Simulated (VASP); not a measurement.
# BeS (Fm-3m) in VASP: further runs

The runs below take BeS through single point, with r2SCAN, HSE06.

Program: VASP 6.6.1. These are calculated values, not measurements. Logs are shortened: lines on timing, memory, paths and dates and some standing lists are left out, and cuts for length are marked.

**1. The cell of the first run**

It takes space group Fm-3m (No. 225, cubic). The conventional cell has a = 4.635 Å, b = 4.635 Å, c = 4.635 Å, α = 90.00°, β = 90.00°, γ = 90.00°. Be (site symmetry m-3m) has 6 S at 2.32 Å within 3.1 Å. Within 3.1 Å of S (site symmetry m-3m) lie 6 Be at 2.32 Å.

**2. Single point, r2SCAN**

POSCAR

```
BeS
1.0
    0.0000000000      2.3172971951      2.3172971951
    2.3172971951      0.0000000000      2.3172971951
    2.3172971951      2.3172971951      0.0000000000
Be S
1 1
Direct
    0.0000000000      0.0000000000      0.0000000000
    0.5000000000      0.5000000000      0.5000000000
```

INCAR.step1

```
SYSTEM = BeS
ALGO = Normal
EDIFF = 1E-4
ENCUT = 520
GGA = PE
ISMEAR = 0
LASPH = .True.
LCHARG = .False.
LREAL = .False.
LWAVE = .True.
NBANDS = 11
NELM = 60
PREC = Accurate
SIGMA = 0.01
```

INCAR.step2

```
SYSTEM = BeS
ALGO = Normal
EDIFF = 1E-7
ENCUT = 520
ISIF = 2
ISMEAR = 0
ISTART = 1
LASPH = .True.
LCHARG = .False.
LMIXTAU = .True.
LREAL = .False.
LWAVE = .False.
METAGGA = R2SCAN
NBANDS = 11
NELM = 60
PREC = Accurate
SIGMA = 0.01
```

KPOINTS

```
k-points
0
Gamma
  8 8 8
  0 0 0
```

Potentials or basis: VASP PAW PBE potentials, release 64 (Be, S).

Started as:

```bash
> cat potpaw_PBE.64/Be/POTCAR potpaw_PBE.64/S/POTCAR > POTCAR
> cp INCAR.step1 INCAR
> mpirun -np 1 vasp_std > vasp.out
> cp INCAR.step2 INCAR
> mpirun -np 1 vasp_std > vasp.out
```

OUTCAR:

```text
SYSTEM = BeS
   EDIFF = 1E-7
   ENCUT = 520
   ISIF = 2
   ISMEAR = 0
   ISTART = 1
   LASPH = .True.
   LREAL = .False.
   METAGGA = R2SCAN
   NELM = 60
   PREC = Accurate

 ion  position               nearest neighbor table
   1  0.000  0.000  0.000-   2 2.32   2 2.32   2 2.32   2 2.32   2 2.32   2 2.32
   2  0.500  0.500  0.500-   1 2.32   1 2.32   1 2.32   1 2.32   1 2.32   1 2.32

  LATTYP: Found a face centered cubic cell.
 ALAT       =     4.6345943902

  Lattice vectors:

 A1 = (   0.0000000000,   2.3172971951,   2.3172971951)
 A2 = (   2.3172971951,   0.0000000000,   2.3172971951)
 A3 = (   2.3172971951,   2.3172971951,   0.0000000000)

Analysis of symmetry for initial positions (statically):
=====================================================================
 Subroutine PRICEL returns:
 Original cell was already a primitive cell.

 Routine SETGRP: Setting up the symmetry group for a
 face centered cubic supercell.

 Subroutine GETGRP returns: Found 48 space group operations
 (whereof 48 operations were pure point group operations)
 out of a pool of 48 trial point group operations.

The static configuration has the point symmetry O_h .

Analysis of symmetry for dynamics (positions and initial velocities):
=====================================================================
 Subroutine PRICEL returns:
 Original cell was already a primitive cell.

 Routine SETGRP: Setting up the symmetry group for a
 face centered cubic supercell.

 Subroutine GETGRP returns: Found 48 space group operations
 (whereof 48 operations were pure point group operations)
 out of a pool of 48 trial point group operations.

The dynamic configuration has the point symmetry O_h .

 Subroutine INISYM returns: Found 48 space group operations
 (whereof 48 operations are pure point group operations),
 and found     1 'primitive' translations

----------------------------------------------------------------------------------------

                                     Primitive cell

  volume of cell :      24.8872

  direct lattice vectors                    reciprocal lattice vectors
     0.000000000  2.317297195  2.317297195    -0.215768612  0.215768612  0.215768612
     2.317297195  0.000000000  2.317297195     0.215768612 -0.215768612  0.215768612
     2.317297195  2.317297195  0.000000000     0.215768612  0.215768612 -0.215768612

  length of vectors
     3.277153121  3.277153121  3.277153121     0.373722199  0.373722199  0.373722199

  position of ions in fractional coordinates (direct lattice)
     0.000000000  0.000000000  0.000000000
     0.500000000  0.500000000  0.500000000

  ion indices of the primitive-cell ions
   primitive index   ion index
                 1           1
                 2           2

----------------------------------------------------------------------------------------

 KPOINTS: k-points

Automatic generation of k-mesh.
 Grid dimensions read from file:
 generate k-points for:    8    8    8

 Generating k-lattice:

  Cartesian coordinates                     Fractional coordinates (reciprocal lattice)
    -0.026971077  0.026971077  0.026971077     0.125000000  0.000000000  0.000000000
     0.026971077 -0.026971077  0.026971077     0.000000000  0.125000000  0.000000000
     0.026971077  0.026971077 -0.026971077     0.000000000  0.000000000  0.125000000

  Length of vectors
     0.046715275  0.046715275  0.046715275

  Shift w.r.t. Gamma in fractional coordinates (k-lattice)
     0.000000000  0.000000000  0.000000000

 Subroutine IBZKPT returns following result:
 ===========================================

 Found     29 irreducible k-points:

 Following reciprocal coordinates:
            Coordinates               Weight
  0.000000  0.000000  0.000000      1.000000
  0.125000  0.000000  0.000000      8.000000
  0.250000  0.000000  0.000000      8.000000
  0.375000  0.000000  0.000000      8.000000
  0.500000  0.000000  0.000000      4.000000
  0.125000  0.125000  0.000000      6.000000
[... 16 lines left out ...]
  0.500000  0.250000  0.125000     48.000000
 -0.375000  0.250000  0.125000     24.000000
 [... further k-points ...]
   k-points           NKPTS =     29   k-points in BZ     NKDIM =     29   number of bands    NBANDS=     11
   number of dos      NEDOS =    301   number of ions     NIONS =      2
   total plane-waves  NPLWV =  13824
   dimension x,y,z NGX =    24 NGY =   24 NGZ =   24
   dimension x,y,z NGXF=    48 NGYF=   48 NGZF=   48
   ions per type =               1   1
   NGX,Y,Z   is equivalent  to a cutoff of  12.17, 12.17, 12.17 a.u.
   NGXF,Y,Z  is equivalent  to a cutoff of  24.35, 24.35, 24.35 a.u.
 SYSTEM =  BeS
   PREC   = accura    normal or accurate (medium, high low for compatibility)
   ISTART =      1    job   : 0-new  1-cont  2-samecut
   ICHARG =      0    charge: 1-file 2-atom 10-const
   ISPIN  =      1    spin polarized calculation?
   LNONCOLLINEAR =      F non collinear calculations
   LSORBIT =      F    spin-orbit coupling
   LASPH  =      T    aspherical Exc in radial PAW
   ENCUT  =  520.0 eV  38.22 Ry    6.18 a.u.   6.09  6.09  6.09*2*pi/ulx,y,z
   NELM   =     60;   NELMIN=  2; NELMDL=  0     # of ELM steps
   EDIFF  = 0.1E-06   stopping-criterion for ELM
   LREAL  =      F    real-space projection
   EDIFFG = 0.1E-05   stopping-criterion for IOM
   NSW    =      0    number of steps for IOM
   IBRION =     -1    ionic relax: 0-MD 1-quasi-New 2-CG
   NFREE  =      0    steps in history (QN), initial steepest desc. (CG)
   ISIF   =      2    stress and relaxation
   ISYM   =      2    0-nonsym 1-usesym 2-fastsym
   POTIM  = 0.5000    time-step for ionic-motion
   TEBEG  =    0.0;   TEEND  =   0.0 temperature during run
   PSTRESS=    0.0 pullay stress
   NELECT =       8.0000    total number of electrons
   NUPDOWN=      -1.0000    fix difference up-down
   EMIN   =  10.00;   EMAX   =-10.00  energy-range for DOS
   EFERMI =   0.00;   METHOD = LEGACY
   ISMEAR =     0;   SIGMA  =   0.01  broadening in eV -4-tet -1-fermi 0-gaus
   EFERMI_NEDOS =   21; number of points for ismear=-14 and -15
   IALGO  =     38    algorithm
   IMIX   =      4    mixing-type and parameters
     AMIX     =   0.40;   BMIX     =  1.00
     AMIX_MAG =   1.60;   BMIX_MAG =  1.00
  volume/ion in A,a.u.               =      12.44        83.97
  Fermi-wavevector in a.u.,A,eV,Ry     =   1.121450  2.119232 17.111356  1.257649
  Thomas-Fermi vector in A             =   2.258103
   LORBIT       =      0    0 simple, 1 ext, 2 COOP (PROOUT), +10 PAW based schemes
   METAGGA = R2SCAN    functional components
   LHFCALC =     F    Hartree Fock is set to
   AEXX    =    0.0000 exact exchange contribution
   IVDW    =     0    specifies the selected vdW correction
   LEPSILON=     F    determine dielectric tensor
   LRPA    =     F    only Hartree local field effects (RPA)
 non-spin polarized calculation
 Gauss-broadening in eV      SIGMA  =   0.01
  energy-cutoff  :      520.00
  volume of cell :       24.89
 maximum number of plane-waves:       692
   NGX = 13   NGY = 13   NGZ = 13

 number of electron       7.9999998 magnetization

 Free energy of the ion-electron system (eV)
  ---------------------------------------------------
  ext. energy  EPLUGINS =         0.00000000
  ---------------------------------------------------
  free energy    TOTEN  =       -13.55076986 eV

  energy without entropy =      -13.55076986  energy(sigma->0) =      -13.55076986

 E-fermi :   6.4911     XC(G=0): -11.0906

 val. band max:        6.4337667998   @ k =  -0.1250   0.1250   0.0000
 cond. band min:       7.7819611141   @ k =   0.5000   0.5000   0.0000
 fundamental gap:      1.3481943143
 Fermi energy:         6.4911485512

 k-point     1 :       0.0000    0.0000    0.0000
  band No.  band energies     occupation
      1      -9.3066      2.00000
      2       6.1699      2.00000
      3       6.1699      2.00000
      4       6.1699      2.00000
      5      12.6415      0.00000
      6      15.8238      0.00000
      7      15.8238      0.00000
      8      15.8238      0.00000
      9      17.0961      0.00000
     10      17.0961      0.00000
     11      17.0961      0.00000

 k-point     2 :       0.1250    0.0000    0.0000
  band No.  band energies     occupation
      1      -9.0659      2.00000
      2       4.7958      2.00000
      3       6.0996      2.00000
      4       6.0996      2.00000
      5      13.0645      0.00000
      6      14.9225      0.00000
      7      14.9225      0.00000
      8      15.5811      0.00000
      9      16.6274      0.00000
     10      16.6274      0.00000
     11      17.6033      0.00000

 k-point     3 :       0.2500    0.0000    0.0000
  band No.  band energies     occupation
      1      -8.3866      2.00000
      2       2.2585      2.00000
      3       5.9752      2.00000
      4       5.9752      2.00000
      5      12.3438      0.00000
      6      12.8287      0.00000
      7      12.8287      0.00000
      8      17.0050      0.00000
      9      18.3450      0.00000
     10      18.3450      0.00000
     11      18.4043      0.00000

 k-point     4 :       0.3750    0.0000    0.0000
  band No.  band energies     occupation
      1      -7.4694      2.00000
      2      -0.0018      2.00000
      3       5.9124      2.00000
      4       5.9124      2.00000
      5      11.4216      0.00000
      6      11.4216      0.00000
      7      11.5644      0.00000
      8      17.5537      0.00000
      9      20.8108      0.00000
     10      20.8726      0.00000
     11      20.8726      0.00000

 k-point     5 :       0.5000    0.0000    0.0000
  band No.  band energies     occupation
      1      -6.9464      2.00000
      2      -0.9990      2.00000
      3       5.9056      2.00000
      4       5.9056      2.00000
      5      10.9209      0.00000
      6      10.9209      0.00000
      7      11.2850      0.00000
      8      17.6293      0.00000
      9      22.7782      0.00000
     10      22.7782      0.00000
     11      23.5552      0.00000
[... 211 lines left out ...]
 k-point    21 :       0.5000    0.5000    0.0000
  band No.  band energies     occupation
      1      -5.8676      2.00000
      2      -0.5075      2.00000
      3       3.1864      2.00000
      4       3.1864      2.00000
      5       7.7820      0.00000
      6      11.2968      0.00000
      7      19.4162      0.00000
      8      19.4162      0.00000
      9      21.3752      0.00000
     10      22.4193      0.00000
     11      25.3809      0.00000

 k-point    22 :       0.3750    0.2500    0.1250
  band No.  band energies     occupation
      1      -7.7976      2.00000
      2       2.1110      2.00000
      3       3.6147      2.00000
      4       5.3908      2.00000
      5      10.6837      0.00000
      6      13.6401      0.00000
      7      14.2387      0.00000
      8      16.4702      0.00000
      9      17.6243      0.00000
     10      20.9696      0.00000
     11      22.5243      0.00000

 k-point    23 :       0.5000    0.2500    0.1250
  band No.  band energies     occupation
      1      -6.9392      2.00000
      2       0.4766      2.00000
      3       2.9794      2.00000
      4       4.7698      2.00000
      5      10.7961      0.00000
      6      12.4253      0.00000
      7      15.0124      0.00000
      8      17.0325      0.00000
      9      18.9843      0.00000
     10      22.2512      0.00000
     11      23.3043      0.00000

 k-point    24 :      -0.3750    0.2500    0.1250
  band No.  band energies     occupation
      1      -6.4631      2.00000
      2      -0.3730      2.00000
      3       2.9115      2.00000
      4       4.4059      2.00000
      5      11.1845      0.00000
      6      11.6789      0.00000
      7      15.1465      0.00000
      8      18.4688      0.00000
      9      19.7620      0.00000
     10      20.4752      0.00000
     11      24.1007      0.00000

 [... further k-points ...]

------------------------ aborting loop because EDIFF is reached ----------------------------------------

  FORCE on cell =-STRESS in cart. coord.  units (eV):
  Direction    XX          YY          ZZ          XY          YZ          ZX
  --------------------------------------------------------------------------------------
  -------------------------------------------------------------------------------------
  Total       -0.0179222     -0.0179222     -0.0179222      0.0000000     -0.0000000      0.0000000
  in kB       -1.1537866     -1.1537866     -1.1537866      0.0000000     -0.0000000      0.0000000
  external PRESSURE =      -1.1537866 kB  Pullay stress =       0.0000000 kB

 VOLUME and BASIS-vectors are now :
 -----------------------------------------------------------------------------
  energy-cutoff  :      520.00
  volume of cell :       24.89
      direct lattice vectors                 reciprocal lattice vectors
     0.000000000  2.317297195  2.317297195    -0.215768612  0.215768612  0.215768612
     2.317297195  0.000000000  2.317297195     0.215768612 -0.215768612  0.215768612
     2.317297195  2.317297195  0.000000000     0.215768612  0.215768612 -0.215768612

 POSITION                                       TOTAL-FORCE (eV/Angst)
 -----------------------------------------------------------------------------------
      0.00000      0.00000      0.00000         0.000000     -0.000000     -0.000000
      2.31730      2.31730      2.31730        -0.000000      0.000000      0.000000
 -----------------------------------------------------------------------------------
    total drift:                               -0.000000     -0.000000      0.000000

  FREE ENERGIE OF THE ION-ELECTRON SYSTEM (eV)
  ---------------------------------------------------
  free  energy   TOTEN  =       -13.5507698552 eV

  energy  without entropy=      -13.5507698552  energy(sigma->0) =      -13.55076986
```

It took 16 s on 1 thread of Intel Xeon Platinum 8375C at 2.90GHz (Ice Lake), shared host; peak memory 0.14 GiB.

Results:

```yaml
Free_energy: -13.5508 eV
Pressure: -0.1 GPa
Band_gap_on_the_k_mesh: 1.35 eV, indirect (least direct gap 4.60 eV)
```

Levels at points of the mesh, in eV from the valence-band top:
| k point | band 2 | band 3 | band 4 | band 5 | band 6 | band 7 |
| --- | --- | --- | --- | --- | --- | --- |
| (0.00, 0.00, 0.00) | -0.26 | -0.26 | -0.26 | 6.21 | 9.39 | 9.39 |
| (0.50, 0.00, 0.00) | -7.43 | -0.53 | -0.53 | 4.49 | 4.49 | 4.85 |
| (0.50, 0.50, 0.00) | -6.94 | -3.25 | -3.25 | 1.35 | 4.86 | 12.98 |

Caveat: the PAW data sets were made with another functional, which shifts forces and pressure a little. r2SCAN opens gaps a little over a GGA but as a rule still falls short of measured ones.

**3. Single point, HSE06**

POSCAR is that of step 2.

INCAR.step1

```
SYSTEM = BeS
  ALGO = Normal
  EDIFF = 1E-5
  ENCUT = 520
  GGA = PE
  ISIF = 2
  ISMEAR = 0
  LASPH = .True.
  LREAL = .False.
  LWAVE = .True.
  NBANDS = 11
  NELM = 60
  PREC = Accurate
  SIGMA = 0.01
```

INCAR.step2

```
SYSTEM = BeS
  ALGO = Normal
  EDIFF = 1E-6
  ENCUT = 520
  GGA = PE
  HFSCREEN = 0.2079
  ISIF = 2
  ISMEAR = 0
  ISTART = 1
  LASPH = .True.
  LCHARG = .True.
  LELF = .True.
  LHFCALC = .True.
  LREAL = .False.
  LVHAR = .True.
  LWAVE = .False.
  NBANDS = 11
  NELM = 60
  PREC = Accurate
  PRECFOCK = Normal
  SIGMA = 0.01
```

KPOINTS

```
k-points
0
Gamma
  6 6 6
  0 0 0
```

Potentials or basis: VASP PAW PBE potentials, release 64 (Be, S).

Started as:

```bash
> cat potpaw_PBE.64/Be/POTCAR potpaw_PBE.64/S/POTCAR > POTCAR
> cp INCAR.step1 INCAR
> mpirun -np 1 vasp_std > vasp.out
> cp INCAR.step2 INCAR
> mpirun -np 1 vasp_std > vasp.out
```

Wall time 6.2 min (1 thread of Intel Xeon Platinum 8375C at 2.90GHz (Ice Lake), shared host); peak memory 0.24 GiB.

Results (log left out):

- Free energy: -10.1681 eV
- Pressure: -2.0 GPa
- Band gap on the k mesh: 1.74 eV, indirect (least direct gap 5.20 eV)

Levels at points of the mesh, in eV from the valence-band top:
```
           k point  band 1  band 2  band 3  band 4  band 5  band 6  band 7  band 8
(0.00, 0.00, 0.00)  -16.63   -0.32   -0.32   -0.32    6.44    9.95    9.95    9.95
(0.50, 0.00, 0.00)  -14.15   -7.95   -0.55   -0.55    4.94    4.94    5.13   11.61
(0.50, 0.50, 0.00)  -13.00   -7.42   -3.46   -3.46    1.74    5.20   13.39   13.39
```

Caveat: the PAW data sets were made with another functional, which shifts forces and pressure a little. A k mesh can miss the band edges.
